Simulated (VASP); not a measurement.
Crystal: Ge.

```xyz
1
Lattice="1.3878 -2.5831 0.0000 1.3878 2.5831 0.0000 0.0000 0.0000 2.6801" Properties=species:S:1:pos:R:3 pbc="T T T"
Ge    1.3878    0.0000    0.0000
```

Base run:

| Quantity | Value |
| --- | --- |
| Program | VASP 6.6.1 |
| Functional | r2SCAN |
| Potentials or basis | VASP PAW PBE potentials, release 64 (Ge_d) |
| Cutoff | 520 eV |
| k mesh | 11 × 11 × 10 |
| Occupations | fermi-dirac, width 0.05 eV |
| Spin | no spin polarisation |

Its results: band gap on the k mesh zero (band 7 reaches 13.42 eV, above the bottom of band 8 at 3.73 eV); pressure -2.0 GPa.

**Question.** The run is repeated on the same cell with these changes: functional from r2SCAN to LDA; potentials or basis from VASP PAW PBE potentials, release 64 (Ge_d) to VASP PAW LDA potentials, release 64 (Ge_d). What comes out?

**Answer.** Band gap on the k mesh zero (band 7 reaches 12.86 eV, above the bottom of band 8 at 3.70 eV); pressure -4.6 GPa.

Caveats: the PAW data sets were made with another functional, which shifts forces and pressure a little (some runs).
